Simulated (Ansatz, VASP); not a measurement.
**YSiNi4 in VASP and in Ansatz**

```xyz
6
Lattice="2.4708 -4.0031 0.0000 2.4708 4.0031 0.0000 0.0000 0.0000 3.8665" Properties=species:S:1:pos:R:3 pbc="T T T"
Y     0.0000    0.0000    0.0000
Si    2.4708    0.0000    1.9333
Ni    2.4708    1.2788    0.0000
Ni    2.4708   -1.2788    0.0000
Ni    1.2354   -2.0015    1.9333
Ni    1.2354    2.0015    1.9333
```

Alike in both runs: functional LDA; k mesh 8 × 8 × 10; occupations fermi-dirac, width 0.15 eV; no spin polarisation.

Ansatz relaxed the structure, and its values are those at the end. VASP's run is a single point on that final structure, the one shown.

|  | VASP | Ansatz |
| --- | --- | --- |
| version | VASP 6.6.1 | Ansatz 0.2.0 |
| potentials or method | VASP PAW LDA potentials, release 64 (Y_sv, Si, Ni), cutoff 600 eV | scalar-relativistic, plane waves, PAW |
| valence electrons in the cell | 55 | 87 |

Ansatz gave:

- gap on the k mesh at the Fermi level (eV): none
- pressure (GPa): 0.0

**Question.** Estimate VASP's values.

**Answer.** gap on the k mesh at the Fermi level (eV): none; pressure (GPa): 0.1.

LDA's correlation is that of Perdew and Zunger in VASP and of Perdew and Wang (1992) in Ansatz. A gap of «none» marks a metal or a gap that the smearing closes. VASP's potentials hold 55 valence electrons a cell and Ansatz's 87, so a difference there can come from the potentials and not from the codes.
